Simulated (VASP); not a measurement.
Set up this calculation in VASP 6.6.1, as the native input.

- Task: single point
- Functional: PBEsol
- Dispersion: D4
- Potentials or basis: VASP PAW PBE potentials, release 64 (Mg, Cd, N)
- Cutoff: 600 eV
- k mesh: 3 × 1 × 2
- Occupations: gaussian, width 0.1 eV
- Spin: collinear spin
- Starting moments: [0.0, -4.0, 0.0, 0.0, 0.0] μB
- Dipole correction: no
- Further INCAR settings: ALGO = Normal; EDIFF = 1e-06; NBANDS = 25; ISYM = 0

The structure of Mg2CdN2 lies in POSCAR:

```
Mg2CdN2
1.0
    3.4429283656      0.0000000000      0.0000000000
   -1.7214641828      2.9816634281      0.0000000000
    0.0000000000      0.0000000000      5.7986440527
Mg Cd N
2 1 2
Direct
    0.6666666667      0.3333333333      0.1534420000
    0.3333333333      0.6666666667      0.8465580000
    0.0000000000      0.0000000000      0.5000000000
    0.6666666667      0.3333333333      0.7722310000
    0.3333333333      0.6666666667      0.2277690000
```

The input as run:

INCAR

```
  ALGO = Normal
  EDIFF = 1E-6
  ENCUT = 600
  GGA = PS
  GGA_COMPAT = False
  ISIF = 2
  ISMEAR = 0
  ISPIN = 2
  ISYM = 0
  IVDW = 13
  LASPH = True
  LCHARG = False
  LORBIT = 11
  LREAL = False
  LWAVE = False
  MAGMOM = 0 -4 0 0 0
  NBANDS = 25
  NELM = 200
  PREC = Accurate
  SIGMA = 0.1
```

KPOINTS

```
k-points
0
Gamma
  3 1 2
```

Potentials or basis: VASP PAW PBE potentials, release 64 (Mg, Cd, N).

The run is started by

```sh
$ cat potpaw_PBE.64/Mg/POTCAR potpaw_PBE.64/Cd/POTCAR potpaw_PBE.64/N/POTCAR > POTCAR
$ mpirun -np 1 vasp_std > vasp.out
```

It gave:

```
Pressure                                              : 5.2 GPa
Largest force                                         : 1.401 eV/Å
Band gap on the k mesh                                : 0.50 eV, indirect (least direct gap 0.76 eV)
Net moment                                            : 0.00 μB per cell
Valence electrons inside the program's atomic spheres : Mg 0.48; Cd 10.29; N 3.69
Dispersion energy per atom                            : -0.141 eV
```

Caveat: the k points lie up to 2.11 Å⁻¹ apart; the PAW data sets were made with another functional, which shifts forces and pressure a little.

Run time: 58 s on 1 thread of Intel Xeon 8259CL (shared host), peak memory 0.22 GiB.
